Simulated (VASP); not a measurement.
Write the native input for VASP 6.6.1 that does the following.

```
Task                   : single point
Functional             : PBE
Potentials or basis    : VASP PAW PBE potentials, release 64 (Na_pv, C)
Cutoff                 : 520 eV
k mesh                 : 12 × 12 × 16
Occupations            : gaussian, width 0.1 eV
Spin                   : no spin polarisation
Dipole correction      : no
Further INCAR settings : ALGO = Normal; EDIFF = 1e-06; NBANDS = 16
```

The structure of Na2C lies in POSCAR:

```
Na2C
1.0
    4.3491973526      0.0000000000      0.0000000000
   -2.1745986763      3.7665153934      0.0000000000
    0.0000000000      0.0000000000      2.7452921518
Na C
2 1
Direct
    0.3333333333      0.6666666667      0.5000000000
    0.6666666667      0.3333333333      0.5000000000
    0.0000000000      0.0000000000      0.0000000000
```

These files were run (other wordings do the same):

INCAR

```
ALGO = Normal
EDIFF = 1E-6
ENCUT = 520
GGA = PE
ISIF = 2
ISMEAR = 0
LASPH = True
LCHARG = False
LREAL = False
LWAVE = False
NBANDS = 16
NELM = 80
PREC = Accurate
SIGMA = 0.1
```

KPOINTS

```
k-points
0
Gamma
  12 12 16
```

Potentials or basis: VASP PAW PBE potentials, release 64 (Na_pv, C).

The run is started by

```sh
$ cat potpaw_PBE.64/Na_pv/POTCAR potpaw_PBE.64/C/POTCAR > POTCAR
$ mpirun -np 1 vasp_std > vasp.out
```

It gave:

The pressure is 0.1 GPa and the band gap on the k mesh is zero (bands 9 and 10 overlap by 1.53 eV).

Wall time 25 s on 1 thread of Intel(R) Xeon(R) 6975P-C (Granite Rapids), with other jobs on the host, peak memory 0.22 GiB.
